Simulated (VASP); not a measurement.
PtS2, 3 atoms in the cell. Symmetry: P-3m1, No. 164, trigonal system. The conventional cell has a = 3.584 Å, b = 3.584 Å, c = 4.685 Å, α = 90.00°, β = 90.00°, γ = 120.00°. Within 3.2 Å of Pt (site symmetry -3m) lie 6 S at 2.40 Å. Within 3.2 Å of S (site symmetry 3m) lie 3 Pt at 2.40 Å and 6 S at 3.07 to 3.18 Å. 

| Property | Result |
| --- | --- |
| Program | VASP 6.6.1 |
| Task | single point |
| Functional | PBE |
| Dispersion | D4 |
| Potentials or basis | VASP PAW PBE potentials, release 64 (Pt, S) |
| Cutoff | 500 eV |
| k mesh | 12 × 12 × 6 |
| Occupations | fermi-dirac, width 0.02 eV |
| Spin | no spin polarisation |
| Dipole correction | no |
| Further INCAR settings | ALGO = Normal; EDIFF = 1e-06; NBANDS = 18 |

Potentials or basis: VASP PAW PBE potentials, release 64 (Pt, S).

Run with:

```sh
$ cat potpaw_PBE.64/Pt/POTCAR potpaw_PBE.64/S/POTCAR > POTCAR
$ mpirun -np 1 vasp_std > vasp.out
```

Hardware: 1 thread of Intel(R) Xeon(R) 6975P-C (Granite Rapids), with other jobs on the host.

**Question.** How long does it take, and how much memory?

**Answer.** Run time: 32 s on 1 thread of Intel(R) Xeon(R) 6975P-C (Granite Rapids), on a shared host, peak memory 0.23 GiB. Counts: scf iterations 14, k points 100.
